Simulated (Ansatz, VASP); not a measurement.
**Two plane-wave programs on Ge**

INCAR

```
SYSTEM = Ge
PREC     = Accurate       ! precision mode
ENCUT    = 520            ! plane-wave cutoff, eV
EDIFF    = 1E-7           ! SCF threshold, eV
ISMEAR   = 0              ! smearing method
SIGMA    = 0.15           ! smearing width, eV
LREAL    = .FALSE.        ! projectors in reciprocal space
LASPH    = .TRUE.         ! aspherical terms in the spheres
NELM     = 60             ! most SCF steps
ALGO     = Normal         ! electronic algorithm
ISIF     = 2              ! what is computed and relaxed
LWAVE    = .FALSE.        ! write WAVECAR
LCHARG   = .FALSE.        ! write CHGCAR
GGA      = PS             ! functional
NBANDS   = 21             ! bands
```

The input KPOINTS:

```
Automatic mesh
0
G
  20 20 20
  0 0 0
```

Contents of POSCAR:

```
Ge
1.0
   -2.6517244106      2.6517244106      1.4393350225
    2.6517244106     -2.6517244106      1.4393350225
    2.6517244106      2.6517244106     -1.4393350225
Ge
2
Direct
    0.2500000000      0.7500000000      0.5000000000
    0.5000000000      0.5000000000      0.0000000000
```

Input for Ansatz:

```yaml
crystal:
  lattice:
    - [-2.6517244106, 2.6517244106, 1.4393350225]
    - [2.6517244106, -2.6517244106, 1.4393350225]
    - [2.6517244106, 2.6517244106, -1.4393350225]
  atoms:
    - { symbol: Ge, position: [0.25, 0.75, 0.5] }
    - { symbol: Ge, position: [0.5, 0.5, 0.0] }
basis:
  ecutwfc: 420
kpoints:
  mp_grid: { grid: [20, 20, 20] }
hamiltonian:
  xc: pbesol
scf:
  occupations: { method: gaussian, width: 0.15 }
output:
  forces: true
  stress: true
  eigenvalues: true
```

Change from the starting cell: strain +0.030 along x and y, +0.030 along z, atoms carried along.

Alike in both runs: task single point; functional PBEsol; k mesh 20 × 20 × 20; occupations gaussian, width 0.15 eV; no spin polarisation.

```csv
,VASP,Ansatz
version,VASP 6.6.1,Ansatz 0.2.0
potentials or method,"VASP PAW PBE potentials, release 64 (Ge_d), cutoff 520 eV","scalar-relativistic, plane waves, PAW"
valence electrons in the cell,28,28
```

|  | VASP | Ansatz | Ansatz less VASP |
| --- | --- | --- | --- |
| gap on the k mesh at the Fermi level (eV) | none | none | - |
| pressure (GPa) | -6.3 | -6.2 | +0.08 |
| traceless stress, the component that is largest in VASP (GPa) | 0.54 | 0.53 | -0.014 |

VASP's potentials were made for PBE, not for PBEsol. A gap of «none» marks a metal or a gap that the smearing closes.
